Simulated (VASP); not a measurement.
# W (Fm-3m) in VASP: notebook

W is run at these levels: LDA; tasks: single point.

Everything below comes from runs of VASP 6.6.1. Logs are shortened: lines on timing, memory, paths and dates and some standing lists are left out, and cuts for length are marked.

## (1) The cell of the first run

It takes space group Fm-3m (No. 225, cubic). The conventional cell has a = 3.977 Å, b = 3.977 Å, c = 3.977 Å, α = 90.00°, β = 90.00°, γ = 90.00°. Within 3.7 Å of W (site symmetry m-3m) lie 12 W at 2.81 Å.

## (2) Single point, LDA (volume scaled by 0.94)

The input, INCAR:

```
SYSTEM = W
PREC = Accurate
ENCUT = 520
EDIFF = 1E-6
ISMEAR = -1
SIGMA = 0.05
LREAL = .FALSE.
LASPH = .TRUE.
NELM = 80
ALGO = Normal
ISIF = 2
LWAVE = .FALSE.
LCHARG = .FALSE.
GGA = CA
NBANDS = 13
```

The input, KPOINTS:

```
Automatic mesh
0
G
  11 11 11
  0 0 0
```

The input, POSCAR:

```
W
1.0
    0.0000000000      1.9885598007      1.9885598007
    1.9885598007      0.0000000000      1.9885598007
    1.9885598007      1.9885598007      0.0000000000
W
1
Direct
    0.0000000000      0.0000000000      0.0000000000
```

Potentials or basis: VASP PAW LDA potentials, release 64 (W_sv).

Command:

```
cat potpaw_LDA.64/W_sv/POTCAR > POTCAR
mpirun -np 1 vasp_std > vasp.out
```

OUTCAR:

```text
SYSTEM = W
   PREC = Accurate
   ENCUT = 520
   EDIFF = 1E-6
   ISMEAR = -1
   LREAL = .FALSE.
   LASPH = .TRUE.
   NELM = 80
   ISIF = 2
   GGA = CA

 ion  position               nearest neighbor table
   1  0.000  0.000  0.000-

  LATTYP: Found a face centered cubic cell.
 ALAT       =     3.9771196014

  Lattice vectors:

 A1 = (   0.0000000000,   1.9885598007,   1.9885598007)
 A2 = (   1.9885598007,   0.0000000000,   1.9885598007)
 A3 = (   1.9885598007,   1.9885598007,   0.0000000000)

Analysis of symmetry for initial positions (statically):
=====================================================================
 Subroutine PRICEL returns:
 Original cell was already a primitive cell.

 Routine SETGRP: Setting up the symmetry group for a
 face centered cubic supercell.

 Subroutine GETGRP returns: Found 48 space group operations
 (whereof 48 operations were pure point group operations)
 out of a pool of 48 trial point group operations.

The static configuration has the point symmetry O_h .

Analysis of symmetry for dynamics (positions and initial velocities):
=====================================================================
 Subroutine PRICEL returns:
 Original cell was already a primitive cell.

 Routine SETGRP: Setting up the symmetry group for a
 face centered cubic supercell.

 Subroutine GETGRP returns: Found 48 space group operations
 (whereof 48 operations were pure point group operations)
 out of a pool of 48 trial point group operations.

The dynamic configuration has the point symmetry O_h .

 Subroutine INISYM returns: Found 48 space group operations
 (whereof 48 operations are pure point group operations),
 and found     1 'primitive' translations

----------------------------------------------------------------------------------------

                                     Primitive cell

  volume of cell :      15.7270

  direct lattice vectors                    reciprocal lattice vectors
     0.000000000  1.988559801  1.988559801    -0.251438252  0.251438252  0.251438252
     1.988559801  0.000000000  1.988559801     0.251438252 -0.251438252  0.251438252
     1.988559801  1.988559801  0.000000000     0.251438252  0.251438252 -0.251438252

  length of vectors
     2.812248240  2.812248240  2.812248240     0.435503827  0.435503827  0.435503827

  position of ions in fractional coordinates (direct lattice)
     0.000000000  0.000000000  0.000000000

  ion indices of the primitive-cell ions
   primitive index   ion index
                 1           1

----------------------------------------------------------------------------------------

 KPOINTS: Automatic mesh

Automatic generation of k-mesh.
 Grid dimensions read from file:
 generate k-points for:   11   11   11

 Generating k-lattice:

  Cartesian coordinates                     Fractional coordinates (reciprocal lattice)
    -0.022858023  0.022858023  0.022858023     0.090909091  0.000000000  0.000000000
     0.022858023 -0.022858023  0.022858023     0.000000000  0.090909091  0.000000000
     0.022858023  0.022858023 -0.022858023     0.000000000  0.000000000  0.090909091

  Length of vectors
     0.039591257  0.039591257  0.039591257

  Shift w.r.t. Gamma in fractional coordinates (k-lattice)
     0.000000000  0.000000000  0.000000000

 Subroutine IBZKPT returns following result:
 ===========================================

 Found     56 irreducible k-points:

 Following reciprocal coordinates:
            Coordinates               Weight
  0.000000  0.000000  0.000000      1.000000
  0.090909  0.000000  0.000000      8.000000
  0.181818  0.000000  0.000000      8.000000
  0.272727  0.000000  0.000000      8.000000
  0.363636  0.000000  0.000000      8.000000
  0.454545  0.000000  0.000000      8.000000
[... 16 lines left out ...]
 -0.272727  0.181818  0.000000     24.000000
 -0.181818  0.181818  0.000000     12.000000
 [... further k-points ...]
   k-points           NKPTS =     56   k-points in BZ     NKDIM =     56   number of bands    NBANDS=     13
   number of dos      NEDOS =    301   number of ions     NIONS =      1
   total plane-waves  NPLWV =  13824
   dimension x,y,z NGX =    24 NGY =   24 NGZ =   24
   dimension x,y,z NGXF=    48 NGYF=   48 NGZF=   48
   ions per type =               1
   NGX,Y,Z   is equivalent  to a cutoff of  14.19, 14.19, 14.19 a.u.
   NGXF,Y,Z  is equivalent  to a cutoff of  28.38, 28.38, 28.38 a.u.
 SYSTEM =  W
   PREC   = accura    normal or accurate (medium, high low for compatibility)
   ISTART =      0    job   : 0-new  1-cont  2-samecut
   ICHARG =      2    charge: 1-file 2-atom 10-const
   ISPIN  =      1    spin polarized calculation?
   LNONCOLLINEAR =      F non collinear calculations
   LSORBIT =      F    spin-orbit coupling
   LASPH  =      T    aspherical Exc in radial PAW
   ENCUT  =  520.0 eV  38.22 Ry    6.18 a.u.   5.23  5.23  5.23*2*pi/ulx,y,z
   NELM   =     80;   NELMIN=  2; NELMDL= -5     # of ELM steps
   EDIFF  = 0.1E-05   stopping-criterion for ELM
   LREAL  =      F    real-space projection
   EDIFFG = 0.1E-04   stopping-criterion for IOM
   NSW    =      0    number of steps for IOM
   IBRION =     -1    ionic relax: 0-MD 1-quasi-New 2-CG
   NFREE  =      0    steps in history (QN), initial steepest desc. (CG)
   ISIF   =      2    stress and relaxation
   ISYM   =      2    0-nonsym 1-usesym 2-fastsym
   POTIM  = 0.5000    time-step for ionic-motion
   TEBEG  =    0.0;   TEEND  =   0.0 temperature during run
   PSTRESS=    0.0 pullay stress
   NELECT =      14.0000    total number of electrons
   NUPDOWN=      -1.0000    fix difference up-down
   EMIN   =  10.00;   EMAX   =-10.00  energy-range for DOS
   EFERMI =   0.00;   METHOD = LEGACY
   ISMEAR =    -1;   SIGMA  =   0.05  broadening in eV -4-tet -1-fermi 0-gaus
   EFERMI_NEDOS =   21; number of points for ismear=-14 and -15
   IALGO  =     38    algorithm
   IMIX   =      4    mixing-type and parameters
     AMIX     =   0.40;   BMIX     =  1.00
     AMIX_MAG =   1.60;   BMIX_MAG =  1.00
  volume/ion in A,a.u.               =      15.73       106.13
  Fermi-wavevector in a.u.,A,eV,Ry     =   1.574837  2.976010 33.743953  2.480111
  Thomas-Fermi vector in A             =   2.675911
   LORBIT       =      0    0 simple, 1 ext, 2 COOP (PROOUT), +10 PAW based schemes
   GGA     = CA    functional components
   LHFCALC =     F    Hartree Fock is set to
   AEXX    =    0.0000 exact exchange contribution
   IVDW    =     0    specifies the selected vdW correction
   LEPSILON=     F    determine dielectric tensor
   LRPA    =     F    only Hartree local field effects (RPA)
 non-spin polarized calculation
  energy-cutoff  :      520.00
  volume of cell :       15.73
 maximum number of plane-waves:       440
 NGX is ok and might be reduce to    24
   NGX = 11   NGY = 11   NGZ = 11

 number of electron      13.9999999 magnetization

 Free energy of the ion-electron system (eV)
  ---------------------------------------------------
  ext. energy  EPLUGINS =         0.00000000
  ---------------------------------------------------
  free energy    TOTEN  =       -13.62104097 eV

  energy without entropy =      -13.61233280  energy(sigma->0) =      -13.61668688

 E-fermi :  10.8980     XC(G=0): -13.8651

 val. band max:       10.8291715813   @ k =  -0.2727   0.0909   0.0000
 cond. band min:      10.9173283745   @ k =   0.1818   0.0909   0.0000
 fundamental gap:      0.0881567932
 Fermi energy:        10.8980063876

 k-point     1 :       0.0000    0.0000    0.0000
  band No.  band energies     occupation
      1     -62.2144      2.00000
      2     -26.0296      2.00000
      3     -26.0296      2.00000
      4     -26.0296      2.00000
      5       1.8378      2.00000
      6      10.3073      1.99999
      7      10.3073      1.99999
      8      10.3073      1.99999
      9      13.5876      0.00000
     10      13.5876      0.00000
     11      23.8830      0.00000
     12      29.2427      0.00000
     13      29.2427      0.00000

 k-point     2 :       0.0909    0.0000    0.0000
  band No.  band energies     occupation
      1     -62.2040      2.00000
      2     -26.1445      2.00000
      3     -26.0441      2.00000
      4     -26.0441      2.00000
      5       2.2171      2.00000
      6      10.0288      2.00000
      7      10.4790      1.99954
      8      10.4790      1.99954
      9      13.4333      0.00000
     10      13.4333      0.00000
     11      24.6257      0.00000
     12      27.9003      0.00000
     13      29.9557      0.00000

 k-point     3 :       0.1818    0.0000    0.0000
  band No.  band energies     occupation
      1     -62.1758      2.00000
      2     -26.4449      2.00000
      3     -26.0827      2.00000
      4     -26.0827      2.00000
      5       3.2253      2.00000
      6       9.4968      2.00000
      7      10.7790      1.83061
      8      10.7790      1.83061
      9      13.3091      0.00000
     10      13.3091      0.00000
     11      25.3488      0.00000
     12      27.0953      0.00000
     13      31.9217      0.00000
[... 305 lines left out ...]
 k-point    23 :      -0.2727    0.1818    0.0000
  band No.  band energies     occupation
      1     -62.0949      2.00000
      2     -27.0053      2.00000
      3     -26.4667      2.00000
      4     -26.1780      2.00000
      5       6.1870      2.00000
      6       8.9725      2.00000
      7       9.4682      2.00000
      8      11.3856      0.00012
      9      13.2532      0.00000
     10      17.2393      0.00000
     11      24.4160      0.00000
     12      27.5307      0.00000
     13      29.4866      0.00000

 k-point    24 :      -0.1818    0.1818    0.0000
  band No.  band energies     occupation
      1     -62.1263      2.00000
      2     -26.7866      2.00000
      3     -26.3475      2.00000
      4     -26.1194      2.00000
      5       5.1368      2.00000
      6       8.7371      2.00000
      7      10.2151      2.00000
      8      11.8656      0.00000
      9      11.9666      0.00000
     10      15.6962      0.00000
     11      25.6758      0.00000
     12      29.2299      0.00000
     13      30.2177      0.00000

 [... further k-points ...]
[... 5 lines left out ...]
  --------------------------------------------------------------------------------------
  -------------------------------------------------------------------------------------
  Total        0.1633691      0.1633691      0.1633691      0.0000000      0.0000000      0.0000000
  in kB       16.6431130     16.6431130     16.6431130      0.0000000      0.0000000      0.0000000
  external PRESSURE =      16.6431130 kB  Pullay stress =       0.0000000 kB

 VOLUME and BASIS-vectors are now :
 -----------------------------------------------------------------------------
  energy-cutoff  :      520.00
  volume of cell :       15.73
      direct lattice vectors                 reciprocal lattice vectors
     0.000000000  1.988559801  1.988559801    -0.251438252  0.251438252  0.251438252
     1.988559801  0.000000000  1.988559801     0.251438252 -0.251438252  0.251438252
     1.988559801  1.988559801  0.000000000     0.251438252  0.251438252 -0.251438252

 POSITION                                       TOTAL-FORCE (eV/Angst)
 -----------------------------------------------------------------------------------
      0.00000      0.00000      0.00000         0.000000      0.000000      0.000000
 -----------------------------------------------------------------------------------
    total drift:                               -0.000000      0.000000      0.000000

  FREE ENERGIE OF THE ION-ELECTRON SYSTEM (eV)
  ---------------------------------------------------
  free  energy   TOTEN  =       -13.6210409700 eV

  energy  without entropy=      -13.6123327961  energy(sigma->0) =      -13.61668688
```

Run time: 7.8 s. Hardware: 1 thread of Intel Xeon 6975P-C, shared host; peak memory 0.13 GiB.

Results:

```
Free energy            : -13.6210 eV
Pressure               : 1.7 GPa
Band gap on the k mesh : zero (band 7 reaches 13.99 eV, above the bottom of band 8 at 10.31 eV)
```

Caveat: spin-orbit coupling is left out, which moves the levels of the heavy elements.

## (3) Single point, LDA (volume scaled by 0.96)

The input, INCAR:

```
SYSTEM = W
PREC = Accurate
ENCUT = 520
EDIFF = 1E-7
ISMEAR = -1
SIGMA = 0.05
LREAL = .False.
LASPH = .True.
NELM = 80
ALGO = Normal
ISIF = 2
LWAVE = .False.
LCHARG = .False.
NBANDS = 13
```

The input, KPOINTS:

```
Automatic mesh
0
Gamma
  11 11 11
  0 0 0
```

The input, POSCAR:

```
W
1.0
    0.0000000000      2.0025642044      2.0025642044
    2.0025642044      0.0000000000      2.0025642044
    2.0025642044      2.0025642044      0.0000000000
W
1
Direct
    0.0000000000      0.0000000000      0.0000000000
```

Potentials or basis: VASP PAW LDA potentials, release 64 (W_sv).

Command:

```
cat potpaw_LDA.64/W_sv/POTCAR > POTCAR
mpirun -np 1 vasp_std > vasp.out
```

It used 5.2 s of CPU time on 1 thread of Intel Xeon 6975P-C, with other jobs on the host.

Results (log left out):

```yaml
Free_energy: -13.6177 eV
Pressure: -4.9 GPa
Band_gap_on_the_k_mesh: zero (band 7 reaches 13.57 eV, above the bottom of band 8 at 10.04 eV)
```

Levels at points of the mesh, in eV from the Fermi level:
```tsv
k point	band 4	band 5	band 6	band 7	band 8	band 9	band 10	band 11
(0.00, 0.00, 0.00)	-37.00	-8.96	-0.57	-0.57	-0.57	2.61	2.61	12.95
```

Caveat: spin-orbit coupling is left out, which moves the levels of the heavy elements.
